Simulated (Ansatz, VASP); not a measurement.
## One calculation of LiF, two programs

File INCAR:

```
PREC = Accurate ; ENCUT = 520
EDIFF = 1E-6 ; ISMEAR = 0
SIGMA = 0.05 ; LREAL = False
LASPH = True ; NELM = 80
ALGO = Normal ; ISIF = 2
LWAVE = False ; LCHARG = False
GGA = CA ; NBANDS = 18
```

KPOINTS

```
regular mesh
0
Gamma
  9 9 6
```

POSCAR

```
LiF
1.0
    2.9342066241      0.0000000000      0.0000000000
   -1.4671033120      2.5410974764      0.0000000000
    0.0000000000      0.0000000000      4.9684920765
Li F
2 2
Direct
    0.3333333333      0.6666666667      0.3839784076
    0.6666666667      0.3333333333      0.8839784076
    0.3333333333      0.6666666667      0.9910195924
    0.6666666667      0.3333333333      0.4910195924
```

Input for Ansatz:

```yaml
crystal:
  lattice:
    - [2.9342066241, 0.0, 0.0]
    - [-1.467103312, 2.5410974764, 0.0]
    - [0.0, 0.0, 4.9684920765]
  atoms:
    - { symbol: Li, position: [0.3333333333, 0.6666666667, 0.3839784076] }
    - { symbol: Li, position: [0.6666666667, 0.3333333333, 0.8839784076] }
    - { symbol: F, position: [0.3333333333, 0.6666666667, 0.9910195924] }
    - { symbol: F, position: [0.6666666667, 0.3333333333, 0.4910195924] }
basis:
  ecutwfc: 520.0
kpoints:
  mp_grid: { grid: [9, 9, 6] }
hamiltonian:
  xc: lda
scf:
  occupations: { method: gaussian, width: 0.05 }
output:
  forces: true
  stress: true
  eigenvalues: true
```

Alike in both runs: task single point; functional LDA; k mesh 9 × 9 × 6; occupations gaussian, width 0.05 eV; no spin polarisation.

|  | VASP | Ansatz |
| --- | --- | --- |
| version | VASP 6.6.1 | Ansatz 0.2.0 |
| potentials or method | VASP PAW LDA potentials, release 64 (Li_sv, F), cutoff 520 eV | scalar-relativistic, plane waves, PAW |
| valence electrons in the cell | 20 | 20 |

Ansatz gave:

- gap on the k mesh at the Fermi level (eV): 7.93
- least direct gap on the mesh (eV): 7.93
- rms of the force components (eV/Å): 0.194

Question: Which values does VASP return?

Answer: gap on the k mesh at the Fermi level (eV): 7.91; least direct gap on the mesh (eV): 7.91; rms of the force components (eV/Å): 0.197.

LDA's correlation is that of Perdew and Zunger in VASP and of Perdew and Wang (1992) in Ansatz. Atom by atom the forces differ by 0.003 eV/Å (rms over components).

Noted on VASP's run: the cutoff is under 1.25 times that of the potentials, so the pressure is a little rough.
